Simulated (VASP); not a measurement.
# Al16H2C in VASP: notebook

Runs on Al16H2C. Level: PBE+D3(BJ). Tasks: single point.

Everything below comes from runs of VASP 6.6.1. Logs are shortened: lines on timing, memory, paths and dates and some standing lists are left out, and cuts for length are marked.

## (1) The cell of the first run

The cell holds a slab with vacuum, 19 atoms: a = 8.100 Å, b = 5.728 Å, c = 16.296 Å, α = 90.00°, β = 90.00°, γ = 90.00°.

## (2) Single point, PBE+D3(BJ)

INCAR reads:

```
SYSTEM = Al16H2C
PREC     = Accurate       ! precision mode
ENCUT    = 520            ! plane-wave cutoff, eV
EDIFF    = 1E-7           ! SCF threshold, eV
ISMEAR   = 0              ! smearing method
SIGMA    = 0.15           ! smearing width, eV
LREAL    = Auto         
LASPH    = .TRUE.         ! aspherical terms in the spheres
NELM     = 80             ! most SCF steps
ALGO     = Normal         ! electronic algorithm
ISIF     = 2              ! what is computed and relaxed
LWAVE    = .FALSE.        ! write WAVECAR
LCHARG   = .FALSE.        ! write CHGCAR
GGA      = PE             ! functional
IVDW     = 12             ! dispersion correction
NBANDS   = 42             ! bands
```

KPOINTS reads:

```
regular mesh
0
G
  3 4 1
  0 0 0
```

POSCAR reads:

```
Al16H2C
1.0
    8.1000000000      0.0000000000      0.0000000000
    0.0000000000      5.7275650000      0.0000000000
    0.0000000000      0.0000000000     16.2956740000
Al C H
16 1 2
Direct
    0.2500000000      0.2499999564      0.0613659797
    0.7500000000      0.2499999564      0.0613659797
    0.2500000000      0.7500000436      0.0613659797
    0.7500000000      0.7500000436      0.0613659797
    0.0000002469     -0.0026688479      0.1424637606
    0.5000522222     -0.0023219291      0.1405001720
    0.0000134568      0.4956581025      0.1386419488
    0.4999683951      0.4986630444      0.1398036068
    0.2532381481      0.2370939483      0.2339122027
    0.7470879012      0.2371934670      0.2339625228
    0.2481159259      0.7440949164      0.2325302408
    0.7518561728      0.7437885035      0.2324323007
   -0.0005411111     -0.0707309302      0.3383342107
    0.5001423457     -0.0075894381      0.3128672677
    0.0004893827      0.4359091516      0.3098394703
    0.5000367901      0.4957934131      0.3111803783
   -0.0015613580      0.6001288506      0.4140270602
   -0.1131674074      0.5562286940      0.4501694744
    0.1076900000      0.5575334370      0.4520644559
```

Potentials or basis: VASP PAW PBE potentials, release 64 (Al, C, H).

Command:

```console
cat potpaw_PBE.64/Al/POTCAR potpaw_PBE.64/C/POTCAR potpaw_PBE.64/H/POTCAR > POTCAR
mpirun -np 1 vasp_std > vasp.out
```

OUTCAR:

```text
SYSTEM = Al16H2C
   PREC = Accurate
   ENCUT = 520
   EDIFF = 1E-7
   ISMEAR = 0
   LREAL = Auto
   LASPH = .TRUE.
   NELM = 80
   ISIF = 2
   GGA = PE
   IVDW = 12
 IVDW          = 12

 ion  position               nearest neighbor table
   1  0.250  0.250  0.061-   7 2.77   8 2.79   6 2.80   9 2.81   5 2.82   3 2.86   3 2.86
   2  0.750  0.250  0.061-   7 2.77   8 2.79   6 2.80  10 2.81   5 2.82   4 2.86   4 2.86
   3  0.250  0.750  0.061-   6 2.79  11 2.79   8 2.79   7 2.79   5 2.80   1 2.86   1 2.86
   4  0.750  0.750  0.061-  12 2.79   6 2.79   8 2.79   7 2.79   5 2.80   2 2.86   2 2.86
   5  0.000  0.997  0.142-   3 2.80   4 2.80   1 2.82   2 2.82   7 2.85   7 2.87  11 2.88  12 2.88
                            10 2.88   9 2.88  13 3.22
   6  0.500  0.998  0.141-   4 2.79   3 2.79   2 2.80   1 2.80  14 2.81   8 2.86   9 2.86  10 2.86
                             8 2.87  12 2.92  11 2.92
   7  0.000  0.496  0.139-   1 2.77   2 2.77   3 2.79   4 2.79  15 2.81   5 2.85   5 2.87  12 2.90
                            11 2.90  10 2.97   9 2.97
   8  0.500  0.499  0.140-   1 2.79   2 2.79  16 2.79   3 2.79   4 2.79   6 2.86   6 2.87  12 2.90
                            11 2.90   9 2.93  10 2.93
   9  0.253  0.237  0.234-  15 2.65  14 2.76  16 2.79   1 2.81  11 2.82   6 2.86   5 2.88  11 2.90
                             8 2.93   7 2.97  13 3.20
  10  0.747  0.237  0.234-  15 2.65  14 2.76  16 2.79   2 2.81  12 2.83   6 2.86   5 2.88  12 2.90
                             8 2.93   7 2.97  13 3.19
  11  0.248  0.744  0.233-   3 2.79  16 2.80  14 2.81   9 2.82  13 2.86   5 2.88   7 2.90   8 2.90
[... 5 lines left out ...]
  14  0.500  0.992  0.313-   9 2.76  10 2.76   6 2.81  12 2.81  11 2.81  16 2.84  16 2.88
  15  0.000  0.436  0.310-  17 1.94   9 2.65  10 2.65   7 2.81  13 2.86  13 2.94  11 2.95  12 2.96

  16  0.500  0.496  0.311-   9 2.79  10 2.79   8 2.79  12 2.80  11 2.80  14 2.84  14 2.88
  17  0.998  0.600  0.414-  19 1.11  18 1.11  15 1.94  13 2.25
  18  0.887  0.556  0.450-  17 1.11
  19  0.108  0.558  0.452-  17 1.11

  LATTYP: Found a simple orthorhombic cell.
 ALAT       =     5.7275650000
 B/A-ratio  =     1.4142135445
 C/A-ratio  =     2.8451312207

  Lattice vectors:

 A1 = (   0.0000000000,  -5.7275650000,   0.0000000000)
 A2 = (   8.1000000000,   0.0000000000,   0.0000000000)
 A3 = (   0.0000000000,   0.0000000000,  16.2956740000)

Analysis of symmetry for initial positions (statically):
=====================================================================
 Subroutine PRICEL returns:
 Original cell was already a primitive cell.

 Routine SETGRP: Setting up the symmetry group for a
 simple orthorhombic supercell.

 Subroutine GETGRP returns: Found  1 space group operations
 (whereof  1 operations were pure point group operations)
 out of a pool of  8 trial point group operations.

The static configuration has the point symmetry C_1 .

Analysis of symmetry for dynamics (positions and initial velocities):
=====================================================================
 Subroutine PRICEL returns:
 Original cell was already a primitive cell.

 Routine SETGRP: Setting up the symmetry group for a
 simple orthorhombic supercell.

 Subroutine GETGRP returns: Found  1 space group operations
 (whereof  1 operations were pure point group operations)
 out of a pool of  8 trial point group operations.

The dynamic configuration has the point symmetry C_1 .

 Subroutine INISYM returns: Found  1 space group operations
 (whereof  1 operations are pure point group operations),
 and found     1 'primitive' translations

----------------------------------------------------------------------------------------

                                     Primitive cell

  volume of cell :     756.0097

  direct lattice vectors                    reciprocal lattice vectors
     8.100000000  0.000000000  0.000000000     0.123456790  0.000000000  0.000000000
     0.000000000  5.727565000  0.000000000     0.000000000  0.174594265  0.000000000
     0.000000000  0.000000000 16.295674000     0.000000000  0.000000000  0.061365980

  length of vectors
     8.100000000  5.727565000 16.295674000     0.123456790  0.174594265  0.061365980

  position of ions in fractional coordinates (direct lattice)
     0.250000000  0.249999956  0.061365980
     0.750000000  0.249999956  0.061365980
     0.250000000  0.750000044  0.061365980
     0.750000000  0.750000044  0.061365980
     0.000000247  0.997331152  0.142463761
     0.500052222  0.997678071  0.140500172
[... 11 lines left out ...]
     0.886832593  0.556228694  0.450169474
     0.107690000  0.557533437  0.452064456

  ion indices of the primitive-cell ions
   primitive index   ion index
                 1           1
                 2           2
                 3           3
                 4           4
                 5           5
                 6           6
[... 11 lines left out ...]
                18          18
                19          19

----------------------------------------------------------------------------------------

 KPOINTS: regular mesh

Automatic generation of k-mesh.
 Grid dimensions read from file:
 generate k-points for:    3    4    1

 Generating k-lattice:

  Cartesian coordinates                     Fractional coordinates (reciprocal lattice)
     0.041152263  0.000000000  0.000000000     0.333333333  0.000000000  0.000000000
     0.000000000  0.043648566  0.000000000     0.000000000  0.250000000  0.000000000
     0.000000000  0.000000000  0.061365980     0.000000000  0.000000000  1.000000000

  Length of vectors
     0.041152263  0.043648566  0.061365980

  Shift w.r.t. Gamma in fractional coordinates (k-lattice)
     0.000000000  0.000000000  0.000000000

 Subroutine IBZKPT returns following result:
 ===========================================

 Found      7 irreducible k-points:

 Following reciprocal coordinates:
            Coordinates               Weight
  0.000000  0.000000  0.000000      1.000000
  0.333333  0.000000  0.000000      2.000000
  0.000000  0.250000  0.000000      2.000000
  0.333333  0.250000  0.000000      2.000000
 -0.333333  0.250000  0.000000      2.000000
  0.000000  0.500000  0.000000      1.000000
  0.333333  0.500000  0.000000      2.000000
   k-points           NKPTS =      7   k-points in BZ     NKDIM =      7   number of bands    NBANDS=     42
   number of dos      NEDOS =    301   number of ions     NIONS =     19
   total plane-waves  NPLWV = 362880
   dimension x,y,z NGX =    60 NGY =   48 NGZ =  126
   dimension x,y,z NGXF=   120 NGYF=   96 NGZF=  252
   ions per type =              16   1   2
   NGX,Y,Z   is equivalent  to a cutoff of  12.31, 13.93, 12.85 a.u.
   NGXF,Y,Z  is equivalent  to a cutoff of  24.63, 27.86, 25.71 a.u.
 SYSTEM =  Al16H2C
   PREC   = accura    normal or accurate (medium, high low for compatibility)
   ISTART =      0    job   : 0-new  1-cont  2-samecut
   ICHARG =      2    charge: 1-file 2-atom 10-const
   ISPIN  =      1    spin polarized calculation?
   LNONCOLLINEAR =      F non collinear calculations
   LSORBIT =      F    spin-orbit coupling
   LASPH  =      T    aspherical Exc in radial PAW
   ENCUT  =  520.0 eV  38.22 Ry    6.18 a.u.  15.06 10.65 30.30*2*pi/ulx,y,z
   NELM   =     80;   NELMIN=  2; NELMDL= -5     # of ELM steps
   EDIFF  = 0.1E-06   stopping-criterion for ELM
   LREAL  =      T    real-space projection
   EDIFFG = 0.1E-05   stopping-criterion for IOM
   NSW    =      0    number of steps for IOM
   IBRION =     -1    ionic relax: 0-MD 1-quasi-New 2-CG
   NFREE  =      0    steps in history (QN), initial steepest desc. (CG)
   ISIF   =      2    stress and relaxation
   ISYM   =      2    0-nonsym 1-usesym 2-fastsym
   POTIM  = 0.5000    time-step for ionic-motion
   TEBEG  =    0.0;   TEEND  =   0.0 temperature during run
   PSTRESS=    0.0 pullay stress
   NELECT =      54.0000    total number of electrons
   NUPDOWN=      -1.0000    fix difference up-down
   EMIN   =  10.00;   EMAX   =-10.00  energy-range for DOS
   EFERMI =   0.00;   METHOD = LEGACY
   ISMEAR =     0;   SIGMA  =   0.15  broadening in eV -4-tet -1-fermi 0-gaus
   EFERMI_NEDOS =   21; number of points for ismear=-14 and -15
   IALGO  =     38    algorithm
   IMIX   =      4    mixing-type and parameters
     AMIX     =   0.40;   BMIX     =  1.00
     AMIX_MAG =   1.60;   BMIX_MAG =  1.00
  volume/ion in A,a.u.               =      39.79       268.52
  Fermi-wavevector in a.u.,A,eV,Ry     =   0.679251  1.283598  6.277482  0.461382
  Thomas-Fermi vector in A             =   1.757394
   LORBIT       =      0    0 simple, 1 ext, 2 COOP (PROOUT), +10 PAW based schemes
   GGA     = PE    functional components
   LHFCALC =     F    Hartree Fock is set to
   AEXX    =    0.0000 exact exchange contribution
   IVDW    =    12    specifies the selected vdW correction
   LEPSILON=     F    determine dielectric tensor
   LRPA    =     F    only Hartree local field effects (RPA)
 non-spin polarized calculation
 Gauss-broadening in eV      SIGMA  =   0.15
  energy-cutoff  :      520.00
  volume of cell :      756.01
 maximum number of plane-waves:     20387
   NGX = 31   NGY = 21   NGZ = 61

 number of electron      54.0000001 magnetization

 Free energy of the ion-electron system (eV)
  ---------------------------------------------------
  ext. energy  EPLUGINS =         0.00000000
  ---------------------------------------------------
  free energy    TOTEN  =       -70.23637930 eV

  energy without entropy =      -70.14803362  energy(sigma->0) =      -70.19220646

 E-fermi :   0.2988     XC(G=0):  -5.0057

 val. band max:        0.2254622147   @ k =  -0.3333   0.2500   0.0000
 cond. band min:       0.3125085090   @ k =   0.0000   0.2500   0.0000
 fundamental gap:      0.0870462944
 Fermi energy:         0.2987897427

 k-point     1 :       0.0000    0.0000    0.0000
  band No.  band energies     occupation
      1     -11.5908      2.00000
      2      -9.9212      2.00000
      3      -7.7843      2.00000
      4      -7.7278      2.00000
      5      -7.4055      2.00000
      6      -5.6113      2.00000
[... 283 lines left out ...]
     38       3.0246      0.00000
     39       3.0692      0.00000
 [bands above 39 left out]

------------------------ aborting loop because EDIFF is reached ----------------------------------------

 Edisp (eV)   -3.45089

 E8    (eV) :    -1.5931

  FORCE on cell =-STRESS in cart. coord.  units (eV):
  Direction    XX          YY          ZZ          XY          YZ          ZX
  --------------------------------------------------------------------------------------
  -------------------------------------------------------------------------------------
  Total      -7.39017   -15.59184    -1.79667    -0.02980     3.98310     0.00280
  in kB     -15.66166   -33.04309    -3.80760    -0.06316     8.44120     0.00594
  external pressure =      -17.50 kB  Pullay stress =        0.00 kB

 VOLUME and BASIS-vectors are now :
 -----------------------------------------------------------------------------
  energy-cutoff  :      520.00
  volume of cell :      756.01
      direct lattice vectors                 reciprocal lattice vectors
     8.100000000  0.000000000  0.000000000     0.123456790  0.000000000  0.000000000
     0.000000000  5.727565000  0.000000000     0.000000000  0.174594265  0.000000000
     0.000000000  0.000000000 16.295674000     0.000000000  0.000000000  0.061365980

 POSITION                                       TOTAL-FORCE (eV/Angst)
 -----------------------------------------------------------------------------------
      2.02500      1.43189      1.00000        -0.048274      0.024514      0.027679
      6.07500      1.43189      1.00000         0.048990      0.024368      0.028566
      2.02500      4.29567      1.00000        -0.029431     -0.092167     -0.004090
      6.07500      4.29567      1.00000         0.029610     -0.092430     -0.007868
      0.00000      5.71228      2.32154         0.000237     -0.016310      0.026725
      4.05042      5.71427      2.28954         0.000302     -0.015495     -0.002592
[... 11 lines left out ...]
      7.18334      3.18584      7.33581         0.026404      0.406542     -0.204668
      0.87229      3.19331      7.36670        -0.018840      0.398046     -0.219992
 -----------------------------------------------------------------------------------
    total drift:                               -0.004099      0.012506     -0.007159

  FREE ENERGIE OF THE ION-ELECTRON SYSTEM (eV)
  ---------------------------------------------------
  free  energy   TOTEN  =       -73.6872733489 eV

  energy  without entropy=      -73.5989276652  energy(sigma->0) =      -73.64310051
```

It took 15 min on 1 thread of Intel Xeon 8259CL, shared host; peak memory 0.77 GiB.

Results:

- Free energy: -73.6873 eV
- Largest force: 0.812 eV/Å
- Band gap on the k mesh: zero (bands 27 and 28 overlap by 0.82 eV)
- Dispersion energy per atom: -0.182 eV

Forces on the atoms (eV/Å):
```
Al  -0.048  0.025  0.028
Al   0.049  0.024  0.029
Al  -0.029 -0.092 -0.004
Al   0.030 -0.092 -0.008
Al   0.000 -0.016  0.027
Al   0.000 -0.015 -0.003
Al   0.000 -0.029  0.071
Al   0.000 -0.012 -0.005
Al   0.034 -0.065  0.022
Al  -0.029 -0.065  0.024
Al  -0.016 -0.055 -0.004
Al   0.014 -0.054 -0.005
Al  -0.006 -0.554  0.325
Al  -0.001 -0.060  0.012
Al  -0.001 -0.494  0.127
Al   0.000 -0.032  0.005
C   -0.005  0.783 -0.216
H    0.026  0.407 -0.205
H   -0.019  0.398 -0.220
```

Caveat: there is no dipole correction, which matters where the two faces differ.

## (3) Single point, PBE+D3(BJ)

INCAR reads:

```
PREC = Accurate
ENCUT = 520
EDIFF = 1E-7
ISMEAR = 0
SIGMA = 0.15
LREAL = Auto
LASPH = True
NELM = 100
ALGO = Normal
ISIF = 2
LWAVE = False
LCHARG = False
GGA = PE
IVDW = 12
NBANDS = 42
```

KPOINTS reads:

```
regular mesh
0
Gamma
  3 4 1
```

POSCAR reads:

```
Al16H2C
1.0
    8.1000000000      0.0000000000      0.0000000000
    0.0000000000      5.7275650000      0.0000000000
    0.0000000000      0.0000000000     16.2956740000
Al C H
16 1 2
Direct
    0.2500000000      0.2499999564      0.0613659797
    0.7500000000      0.2499999564      0.0613659797
    0.2500000000      0.7500000436      0.0613659797
    0.7500000000      0.7500000436      0.0613659797
    0.0000001235     -0.0110469283      0.1453649601
    0.5000061728     -0.0043971566      0.1403301269
    0.0000128395      0.4865098868      0.1434988206
    0.4999325926      0.4945880143      0.1396176679
    0.2533682716      0.2275858938      0.2357039666
    0.7468676543      0.2275537685      0.2356970322
    0.2507532099      0.7324582087      0.2316487799
    0.7491019753      0.7321781595      0.2315043858
   -0.0004543210     -0.0608371970      0.3297446918
    0.5001134568     -0.0188598471      0.3135597214
    0.0002796296      0.4175262961      0.3166041491
    0.5000571605      0.4865191403      0.3122110813
   -0.0015169136      0.6545301537      0.4044923825
   -0.1130370370      0.6263281167      0.4421135941
    0.1080717284      0.6272496253      0.4435567992
```

Potentials or basis: VASP PAW PBE potentials, release 64 (Al, C, H).

Command:

```console
cat potpaw_PBE.64/Al/POTCAR potpaw_PBE.64/C/POTCAR potpaw_PBE.64/H/POTCAR > POTCAR
mpirun -np 1 vasp_std > vasp.out
```

Wall time 13 min (1 thread of Intel Xeon 8259CL, shared host); peak memory 0.77 GiB.

The run converged. Its results:

* Free energy: -74.2496 eV
* Largest force: 0.258 eV/Å
* Band gap on the k mesh: zero (bands 27 and 28 overlap by 0.78 eV)
* Dispersion energy per atom: -0.182 eV

Forces on the atoms (eV/Å):
```
Al  -0.110 -0.044  0.110
Al   0.108 -0.044  0.109
Al  -0.050 -0.131 -0.020
Al   0.048 -0.131 -0.024
Al   0.000 -0.032  0.030
Al   0.000 -0.004 -0.003
Al   0.000 -0.036  0.050
Al   0.000 -0.012 -0.002
Al   0.001 -0.034  0.018
Al  -0.001 -0.034  0.019
Al   0.015 -0.042 -0.009
Al  -0.014 -0.041 -0.009
Al  -0.001  0.039 -0.091
Al  -0.001 -0.038  0.005
Al  -0.004 -0.073  0.061
Al   0.000 -0.036  0.010
C    0.007  0.202 -0.110
H   -0.019  0.248 -0.070
H    0.022  0.243 -0.074
```

Levels at points of the mesh, in eV from the Fermi level:
```
           k point  band 25  band 26  band 27  band 28  band 29  band 30
(0.00, 0.00, 0.00)    -0.84    -0.73    -0.60    -0.37     0.19     0.49
(0.00, 0.50, 0.00)    -0.66    -0.03     0.41     0.54     0.59     1.06
```

Caveat: there is no dipole correction, which matters where the two faces differ.

The gap in the log of VASP goes by the Fermi energy; the results here count the filled bands.